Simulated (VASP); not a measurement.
A run of VASP 6.6.1 is set up as follows.

INCAR

```
ALGO = Normal
DIPOL = 0.5 0.5 0.299
EDIFF = 1E-6
ENCUT = 520
GGA = PE
IDIPOL = 3
ISIF = 2
ISMEAR = 0
LASPH = True
LCHARG = True
LDIPOL = True
LELF = True
LREAL = False
LVACPOTAV = True
LVHAR = True
LWAVE = False
NBANDS = 104
NELM = 80
PREC = Accurate
SIGMA = 0.1
```

Contents of KPOINTS:

```
k-points
0
Gamma
  6 6 1
```

The input POSCAR:

```
HRh6
1.0
    5.4165863251      0.0000000000      0.0000000000
   -2.7082931626      4.6909013593      0.0000000000
    0.0000000000      0.0000000000     22.2966119230
Rh H
12 2
Direct
    0.3333333333      0.1666666667      0.1793994538
    0.3333333333      0.6666666667      0.1793994538
    0.8333333333      0.1666666667      0.1793994538
    0.8333333333      0.6666666667      0.1793994538
    0.1666666667      0.3333333333      0.2757769167
    0.1666666667      0.8333333333      0.2757769167
    0.6666666667      0.3333333333      0.2757769167
    0.6666666667      0.8333333333      0.2757769167
    0.0000000000      0.0000000000      0.3721019118
    0.0000000000      0.5000000000      0.3721019118
    0.5000000000      0.0000000000      0.3721019118
    0.5000000000      0.5000000000      0.3721019118
    0.1514581709      0.3029163418      0.4353402192
    0.3485418291      0.6970836582      0.4353402192
```

Potentials or basis: VASP PAW PBE potentials, release 64 (Rh_pv, H).

Run with:

```sh
$ cat potpaw_PBE.64/Rh_pv/POTCAR potpaw_PBE.64/H/POTCAR > POTCAR
$ mpirun -np 1 vasp_std > vasp.out
```

(1) Estimate the largest force.

(2) Estimate the band gap on the k mesh.

## Answers

(1) 1.524 eV/Å.

(2) zero (bands 91 and 92 overlap by 0.88 eV).
